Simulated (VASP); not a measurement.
A run of VASP 6.6.1:

Contents of POSCAR:

```
Ge
1.0
    3.0076538696      0.0000000000      0.0000000000
   -1.5038269348      2.6047046568      0.0000000000
    0.0000000000      0.0000000000      4.9114987690
Ge
2
Direct
    0.3333333333      0.6666666667      0.2500000000
    0.6666666667      0.3333333333      0.7500000000
```

File INCAR.step1:

```
SYSTEM = Ge
PREC     = Accurate       ! precision mode
ENCUT    = 600            ! plane-wave cutoff, eV
ISMEAR   = -1             ! smearing method
SIGMA    = 0.1            ! smearing width, eV
LREAL    = .False.        ! projectors in reciprocal space
LASPH    = .True.         ! aspherical terms in the spheres
NELM     = 60             ! most SCF steps
GGA      = PE             ! functional
ALGO     = Normal         ! electronic algorithm
EDIFF    = 1E-4           ! SCF threshold, eV
LWAVE    = .True.         ! write WAVECAR
LCHARG   = .False.        ! write CHGCAR
```

Contents of INCAR.step2:

```
SYSTEM = Ge
PREC     = Accurate       ! precision mode
ENCUT    = 600            ! plane-wave cutoff, eV
EDIFF    = 1E-7           ! SCF threshold, eV
ISMEAR   = -1             ! smearing method
SIGMA    = 0.1            ! smearing width, eV
LREAL    = .False.        ! projectors in reciprocal space
LASPH    = .True.         ! aspherical terms in the spheres
NELM     = 60             ! most SCF steps
ALGO     = Normal         ! electronic algorithm
ISIF     = 3              ! what is computed and relaxed
LWAVE    = .False.        ! write WAVECAR
LCHARG   = .False.        ! write CHGCAR
METAGGA  = R2SCAN         ! meta-GGA
LMIXTAU  = .True.       
IBRION   = 2              ! ionic algorithm
NSW      = 80             ! ionic steps
EDIFFG   = -0.01          ! ionic threshold
ISTART   = 1
```

File KPOINTS:

```
regular mesh
0
Gamma
  12 12 7
  0 0 0
```

Potentials or basis: VASP PAW PBE potentials, release 64 (Ge_d).

Launch:

```bash
$ cat potpaw_PBE.64/Ge_d/POTCAR > POTCAR
$ cp INCAR.step1 INCAR
$ mpirun -np 1 vasp_std > vasp.out
$ cp INCAR.step2 INCAR
$ mpirun -np 1 vasp_std > vasp.out
```

Hardware: 1 thread of Oxide Virtual Turin-like Processor (shared host).

Q: How long does it take, and how much memory?

A: Run time: 22 min on 1 thread of Oxide Virtual Turin-like Processor, with other jobs on the host, peak memory 0.17 GiB. Counts: k points 76, ion steps 8.
